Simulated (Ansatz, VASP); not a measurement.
# One calculation of TlCl, two programs

File POSCAR:

```
TlCl
1.0
    3.7936346963      0.0000000000      0.0000000000
    0.0000000000      3.7936346963      0.0000000000
    0.0000000000      0.0000000000      3.7936346963
Tl Cl
1 1
Direct
    0.0000000000      0.0000000000      0.0000000000
    0.5000000000      0.5000000000      0.5000000000
```

INCAR.step1

```
SYSTEM = TlCl
PREC = Accurate ; ENCUT = 400
EDIFF = 1E-5 ; ISMEAR = 0
SIGMA = 0.01 ; LREAL = .FALSE.
LASPH = .TRUE. ; NELM = 120
ALGO = Normal ; ISIF = 2
LWAVE = .TRUE. ; LCHARG = .FALSE.
NBANDS = 17 ; GGA = PE
GGA_COMPAT = .FALSE.
```

File INCAR.step2:

```
SYSTEM = TlCl
PREC = Accurate ; ENCUT = 400
EDIFF = 1E-6 ; ISMEAR = 0
SIGMA = 0.01 ; LREAL = .FALSE.
LASPH = .TRUE. ; NELM = 120
ALGO = Normal ; ISIF = 2
LWAVE = .FALSE. ; LCHARG = .FALSE.
GGA = PE ; LHFCALC = .TRUE.
AEXX = 0.05 ; HFSCREEN = 0.5
PRECFOCK = Normal ; NBANDS = 17
ISTART = 1 ; GGA_COMPAT = .FALSE.
```

The input KPOINTS:

```
regular mesh
0
G
  4 4 4
  0 0 0
```

Input for Ansatz:

```yaml
crystal:
  lattice:
    - [3.7936346963, 0.0, 0.0]
    - [0.0, 3.7936346963, 0.0]
    - [0.0, 0.0, 3.7936346963]
  atoms:
    - { symbol: Tl, position: [0.0, 0.0, 0.0] }
    - { symbol: Cl, position: [0.5, 0.5, 0.5] }
kpoints:
  mp_grid: { grid: [4, 4, 4] }
hamiltonian:
  xc: { exchange: pbe, correlation: pbe, exx: { coeff: 0.05, omega: 0.5 } }
scf:
  occupations: { method: fixed }
  n_extra_bands: 4
output:
  forces: true
  stress: true
  eigenvalues: true
```

Alike in both runs: task single point; functional PBE-based screened hybrid; k mesh 4 × 4 × 4; no spin polarisation.

|  | VASP | Ansatz |
| --- | --- | --- |
| version | VASP 6.6.1 | Ansatz 0.2.0 |
| potentials or method | VASP PAW PBE potentials, release 64 (Tl_d, Cl) | plane waves |
| plane-wave cutoff (eV) | 400 | 420 |
| occupations | gaussian, width 0.01 eV | fixed |
| valence electrons in the cell | 20 | 20 |

|  | VASP | Ansatz | Ansatz less VASP |
| --- | --- | --- | --- |
| gap on the k mesh at the Fermi level (eV) | 2.06 | 2.05 | -0.007 |
| pressure (GPa) | 2.2 | 2.3 | +0.10 |

VASP's potentials were made for PBE, not for PBE-based screened hybrid. Ansatz's warnings: stress exchange threshold loose, stress scf threshold loose.

Neither program's run includes spin-orbit coupling.
